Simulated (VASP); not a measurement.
Li2B:

```
Li B
1.0
     2.18602   -1.46379    0.00000
     2.18602    1.46379    0.00000
    -0.53527    0.00000    4.36901
Li B
2 1
Direct
  0.23364 0.23364 0.26256
  0.76636 0.76636 0.73744
  0.50000 0.50000 0.00000
```

* Program: VASP 6.6.1
* Task: relaxation of cell and atoms
* Functional: PBE
* Potentials or basis: VASP PAW PBE potentials, release 64 (Li_sv, B)
* Cutoff: 600 eV
* k mesh: 8 × 8 × 4
* Occupations: gaussian, width 0.1 eV
* Spin: no spin polarisation

At the start: pressure 29.0 GPa; volume 9.32 Å³/atom.

How do energy, volume and symmetry change on relaxing?

Over 26 steps the energy falls by 789.3 meV/atom and the volume is 10.19 Å³/atom (+9.3 %); space group C2/m (No. 12, to 0.05 Å).

Step by step:
```
step  energy change (eV)  largest force (eV/Å)  pressure (GPa)  volume (Å³)
   1              0.0000                3.2976           28.96        27.96
   2             -1.3254                0.1010            2.37        35.09
   3             -1.3255                0.1005            2.65        34.94
   4             -1.4026                0.1058            0.62        36.11
   5             -1.4984                0.4856           -4.51        39.54
   6             -1.5567                0.5067           -4.96        39.32
   7             -1.7443                0.6827           -6.78        38.39
   8             -1.9430                0.4822           -8.63        35.07
   9             -1.9559                0.8446           -8.64        36.71
  10             -2.0815                0.7058           -7.40        34.97
  11             -2.1564                0.3910           -4.94        32.72
  12             -2.2361                0.3402           -3.73        31.81
  13             -2.3003                0.3108           -1.08        30.65
  14             -2.2451                0.3796            6.12        28.34
  15             -2.3139                0.2662            0.84        29.93
  16             -2.3217                0.2335            0.69        30.04
  17             -2.3374                0.1451            0.28        30.39
  18             -2.3355                0.1699            0.14        31.06
  19             -2.3410                0.1227           -0.09        30.75
  20             -2.3476                0.1186           -0.25        30.86
  21             -2.3574                0.0958           -0.59        31.17
  22             -2.3576                0.0909           -0.62        31.21
  23             -2.3616                0.0738           -0.58        31.07
  24             -2.3664                0.0384            0.07        30.62
  25             -2.3665                0.0354           -0.05        30.68
  26             -2.3679                0.0344            0.07        30.57
```

Final structure:
```
CELL_PARAMETERS angstrom
1.70572 -1.71198 -0.24942
1.70572 1.71198 -0.24942
-0.82886 0.00000 5.35479
ATOMIC_POSITIONS crystal
Li 0.12936 0.12936 0.27322
Li 0.87064 0.87064 0.72678
B 0.50000 0.50000 0.00000
```

Caveat: the cutoff is under 1.25 times the usual one of these potentials, so pressure, stress and relaxed cells hold a basis-set (Pulay) error.
